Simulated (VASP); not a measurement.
# Au (Fm-3m) in VASP: further runs, part 2 of 2

VASP 6.6.1. Earlier steps stand in the parts before.

**3. Single point, PBE-based screened hybrid with 25 % exact exchange**

This run uses another cell than the first one, of 15.84 Å³/atom.

POSCAR reads:

```
Au
1.0
    0.0000000000      1.9934577312      1.9934577312
    1.9934577312      0.0000000000      1.9934577312
    1.9934577312      1.9934577312      0.0000000000
Au
1
Direct
    0.0000000000      0.0000000000      0.0000000000
```

INCAR.step1 reads:

```
SYSTEM = Au
ALGO     = Normal         ! electronic algorithm
EDIFF    = 1E-5           ! SCF threshold, eV
ENCUT    = 520            ! plane-wave cutoff, eV
GGA      = PE             ! functional
ISIF     = 2              ! what is computed and relaxed
ISMEAR   = -1             ! smearing method
LASPH    = .TRUE.         ! aspherical terms in the spheres
LCHARG   = .FALSE.        ! write CHGCAR
LREAL    = .FALSE.        ! projectors in reciprocal space
LWAVE    = .TRUE.         ! write WAVECAR
NBANDS   = 12             ! bands
NELM     = 100            ! most SCF steps
PREC     = Accurate       ! precision mode
SIGMA    = 0.05           ! smearing width, eV
```

INCAR.step2 reads:

```
SYSTEM = Au
AEXX     = 0.25           ! exact-exchange fraction
ALGO     = Normal         ! electronic algorithm
EDIFF    = 1E-6           ! SCF threshold, eV
ENCUT    = 520            ! plane-wave cutoff, eV
GGA      = PE             ! functional
HFSCREEN = 0.3            ! screening, 1/A
ISIF     = 2              ! what is computed and relaxed
ISMEAR   = -1             ! smearing method
ISTART   = 1            
LASPH    = .TRUE.         ! aspherical terms in the spheres
LCHARG   = .FALSE.        ! write CHGCAR
LHFCALC  = .TRUE.         ! exact exchange
LREAL    = .FALSE.        ! projectors in reciprocal space
LWAVE    = .FALSE.        ! write WAVECAR
NBANDS   = 12             ! bands
NELM     = 100            ! most SCF steps
PREC     = Accurate       ! precision mode
PRECFOCK = Normal       
SIGMA    = 0.05           ! smearing width, eV
```

KPOINTS reads:

```
k-points
0
G
  6 6 6
  0 0 0
```

Potentials or basis: VASP PAW PBE potentials, release 64 (Au).

The run is started by

```sh
> cat potpaw_PBE.64/Au/POTCAR > POTCAR
> cp INCAR.step1 INCAR
> mpirun -np 1 vasp_std > vasp.out
> cp INCAR.step2 INCAR
> mpirun -np 1 vasp_std > vasp.out
```

OUTCAR:

```text
SYSTEM = Au
   AEXX = 0.25
   EDIFF = 1E-6
   ENCUT = 520
   GGA = PE
   HFSCREEN = 0.3
   ISIF = 2
   ISMEAR = -1
   ISTART = 1
   LASPH = .TRUE.
   LHFCALC = .TRUE.
   LREAL = .FALSE.
   NELM = 100
   PREC = Accurate
   PRECFOCK = Normal

 ion  position               nearest neighbor table
   1  0.000  0.000  0.000-

  LATTYP: Found a face centered cubic cell.
 ALAT       =     3.9869154624

  Lattice vectors:

 A1 = (   0.0000000000,   1.9934577312,   1.9934577312)
 A2 = (   1.9934577312,   0.0000000000,   1.9934577312)
 A3 = (   1.9934577312,   1.9934577312,   0.0000000000)

Analysis of symmetry for initial positions (statically):
=====================================================================
 Subroutine PRICEL returns:
 Original cell was already a primitive cell.

 Routine SETGRP: Setting up the symmetry group for a
 face centered cubic supercell.

 Subroutine GETGRP returns: Found 48 space group operations
 (whereof 48 operations were pure point group operations)
 out of a pool of 48 trial point group operations.

The static configuration has the point symmetry O_h .

Analysis of symmetry for dynamics (positions and initial velocities):
=====================================================================
 Subroutine PRICEL returns:
 Original cell was already a primitive cell.

 Routine SETGRP: Setting up the symmetry group for a
 face centered cubic supercell.

 Subroutine GETGRP returns: Found 48 space group operations
 (whereof 48 operations were pure point group operations)
 out of a pool of 48 trial point group operations.

The dynamic configuration has the point symmetry O_h .

 Subroutine INISYM returns: Found 48 space group operations
 (whereof 48 operations are pure point group operations),
 and found     1 'primitive' translations

----------------------------------------------------------------------------------------

                                     Primitive cell

  volume of cell :      15.8435

  direct lattice vectors                    reciprocal lattice vectors
     0.000000000  1.993457731  1.993457731    -0.250820467  0.250820467  0.250820467
     1.993457731  0.000000000  1.993457731     0.250820467 -0.250820467  0.250820467
     1.993457731  1.993457731  0.000000000     0.250820467  0.250820467 -0.250820467

  length of vectors
     2.819174959  2.819174959  2.819174959     0.434433793  0.434433793  0.434433793

  position of ions in fractional coordinates (direct lattice)
     0.000000000  0.000000000  0.000000000

  ion indices of the primitive-cell ions
   primitive index   ion index
                 1           1

----------------------------------------------------------------------------------------

 KPOINTS: k-points

Automatic generation of k-mesh.
 Grid dimensions read from file:
 generate k-points for:    6    6    6

[... 34 lines left out ...]
 -0.333333  0.333333  0.166667     24.000000
 -0.333333  0.500000  0.166667     12.000000
   k-points           NKPTS =     16   k-points in BZ     NKDIM =    216   number of bands    NBANDS=     12
   number of dos      NEDOS =    301   number of ions     NIONS =      1
   total plane-waves  NPLWV =  13824
   dimension x,y,z NGX =    24 NGY =   24 NGZ =   24
   dimension x,y,z NGXF=    48 NGYF=   48 NGZF=   48
   ions per type =               1
   NGX,Y,Z   is equivalent  to a cutoff of  14.15, 14.15, 14.15 a.u.
   NGXF,Y,Z  is equivalent  to a cutoff of  28.31, 28.31, 28.31 a.u.
 SYSTEM =  Au
   PREC   = accura    normal or accurate (medium, high low for compatibility)
   ISTART =      1    job   : 0-new  1-cont  2-samecut
   ICHARG =      0    charge: 1-file 2-atom 10-const
   ISPIN  =      1    spin polarized calculation?
   LNONCOLLINEAR =      F non collinear calculations
   LSORBIT =      F    spin-orbit coupling
   LASPH  =      T    aspherical Exc in radial PAW
   ENCUT  =  520.0 eV  38.22 Ry    6.18 a.u.   5.24  5.24  5.24*2*pi/ulx,y,z
   NELM   =    100;   NELMIN=  2; NELMDL=  0     # of ELM steps
   EDIFF  = 0.1E-05   stopping-criterion for ELM
   LREAL  =      F    real-space projection
   EDIFFG = 0.1E-04   stopping-criterion for IOM
   NSW    =      0    number of steps for IOM
   IBRION =     -1    ionic relax: 0-MD 1-quasi-New 2-CG
   NFREE  =      0    steps in history (QN), initial steepest desc. (CG)
   ISIF   =      2    stress and relaxation
   ISYM   =      3    0-nonsym 1-usesym 2-fastsym
   POTIM  = 0.5000    time-step for ionic-motion
   TEBEG  =    0.0;   TEEND  =   0.0 temperature during run
   PSTRESS=    0.0 pullay stress
   NELECT =      11.0000    total number of electrons
   NUPDOWN=      -1.0000    fix difference up-down
   EMIN   =  10.00;   EMAX   =-10.00  energy-range for DOS
   EFERMI =   0.00;   METHOD = LEGACY
   ISMEAR =    -1;   SIGMA  =   0.05  broadening in eV -4-tet -1-fermi 0-gaus
   EFERMI_NEDOS =   21; number of points for ismear=-14 and -15
   IALGO  =     38    algorithm
   IMIX   =      1    mixing-type and parameters
     AMIX     =   0.40;   BMIX     =  1.00
     AMIX_MAG =   1.60;   BMIX_MAG =  1.00
  volume/ion in A,a.u.               =      15.84       106.92
  Fermi-wavevector in a.u.,A,eV,Ry     =   1.449624  2.739392 28.591414  2.101410
  Thomas-Fermi vector in A             =   2.567329
   LORBIT       =      0    0 simple, 1 ext, 2 COOP (PROOUT), +10 PAW based schemes
   GGA     = PE    functional components
   LHFCALC =     T    Hartree Fock is set to
   PRECFOCK=normal    Normal, Fast or Accurate (Low or Medium for compatibility)
   ENCUT4O =  -1.0   cutoff for four orbital integrals eV
   NKREDX  =     1    reduce k-point grid by
   NKREDY  =     1    reduce k-point grid by
   NKREDZ  =     1    reduce k-point grid by
   AEXX    =    0.2500 exact exchange contribution
   HFSCREEN=    0.3000 screening length (either q_TF or 0.3 A-1)
   HFSCREENC=   0.3000 screening length for correlation (either q_TF or 0.3 A-1)
   ENCUTFOCK=  -1.0 apply spherical cutoff to Coloumb kernel
   IVDW    =     0    specifies the selected vdW correction
   LEPSILON=     F    determine dielectric tensor
   LRPA    =     F    only Hartree local field effects (RPA)
 non-spin polarized calculation
  energy-cutoff  :      520.00
  volume of cell :       15.84
 maximum number of plane-waves:       444
 NGX is ok and might be reduce to    24
  NGX = 16; NGY = 16; NGZ = 16

 number of electron      11.0000002 magnetization

 Free energy of the ion-electron system (eV)
  ---------------------------------------------------
  ext. energy  EPLUGINS =         0.00000000
  ---------------------------------------------------
  free energy    TOTEN  =        -3.15891699 eV

  energy without entropy =       -3.15148196  energy(sigma->0) =       -3.15519948

 E-fermi :  10.3308     XC(G=0): -10.8624

 val. band max:       10.3050687814   @ k =   0.5000   0.3333   0.1667
 cond. band min:      11.1396468889   @ k =   0.5000   0.1667   0.0000
 fundamental gap:      0.8345781075
 Fermi energy:        10.3308299724

 k-point     1 :       0.0000    0.0000    0.0000
  band No.  band energies     occupation
      1      -1.0414      2.00000
      2       4.4035      2.00000
      3       4.4035      2.00000
      4       4.4035      2.00000
      5       6.1867      2.00000
      6       6.1867      2.00000
      7      25.7938      0.00000
      8      30.3988      0.00000
      9      30.3988      0.00000
     10      30.3988      0.00000
     11      35.4677      0.00000
     12      41.3489      0.00000
[... 211 lines left out ...]
 k-point    16 :      -0.3333    0.5000    0.1667
  band No.  band energies     occupation
      1       2.4560      2.00000
      2       2.8212      2.00000
      3       5.3479      2.00000
      4       6.5563      2.00000
      5       8.1566      2.00000
      6      15.1824      0.00000
      7      16.7251      0.00000
      8      19.6712      0.00000
      9      21.1351      0.00000
     10      33.4053      0.00000
     11      34.2504      0.00000
     12      37.2189      0.00000

------------------------ aborting loop because EDIFF is reached ----------------------------------------

  FORCE on cell =-STRESS in cart. coord.  units (eV):
  Direction    XX          YY          ZZ          XY          YZ          ZX
  --------------------------------------------------------------------------------------
  -------------------------------------------------------------------------------------
  Total        2.2717296      2.2717296      2.2717296      0.0000000      0.0000000     -0.0000000
  in kB      229.7291622    229.7291622    229.7291622      0.0000000      0.0000000     -0.0000000
  external PRESSURE =     229.7291622 kB  Pullay stress =       0.0000000 kB

 VOLUME and BASIS-vectors are now :
 -----------------------------------------------------------------------------
  energy-cutoff  :      520.00
  volume of cell :       15.84
      direct lattice vectors                 reciprocal lattice vectors
     0.000000000  1.993457731  1.993457731    -0.250820467  0.250820467  0.250820467
     1.993457731  0.000000000  1.993457731     0.250820467 -0.250820467  0.250820467
     1.993457731  1.993457731  0.000000000     0.250820467  0.250820467 -0.250820467

 POSITION                                       TOTAL-FORCE (eV/Angst)
 -----------------------------------------------------------------------------------
      0.00000      0.00000      0.00000         0.000000      0.000000      0.000000
 -----------------------------------------------------------------------------------
    total drift:                               -0.000005     -0.000008     -0.000009

  FREE ENERGIE OF THE ION-ELECTRON SYSTEM (eV)
  ---------------------------------------------------
  free  energy   TOTEN  =        -3.1589169916 eV

  energy  without entropy=       -3.1514819610  energy(sigma->0) =       -3.15519948
```

Run time: 12 min. Hardware: 1 thread of AMD EPYC 7R43 (Zen 3), shared host; peak memory 0.21 GiB.

What came out:

```yaml
Free_energy: -3.1589 eV
Pressure: 23.0 GPa
Band_gap_on_the_k_mesh: zero (an odd number of electrons rules out a gap without spin polarisation)
```

Caveat: the k points lie up to 0.45 Å⁻¹ apart, too coarse for converged energies and pressures of a metal; the PAW data sets were made with another functional, which shifts forces and pressure a little; spin-orbit coupling is left out, which moves the levels of the heavy elements.
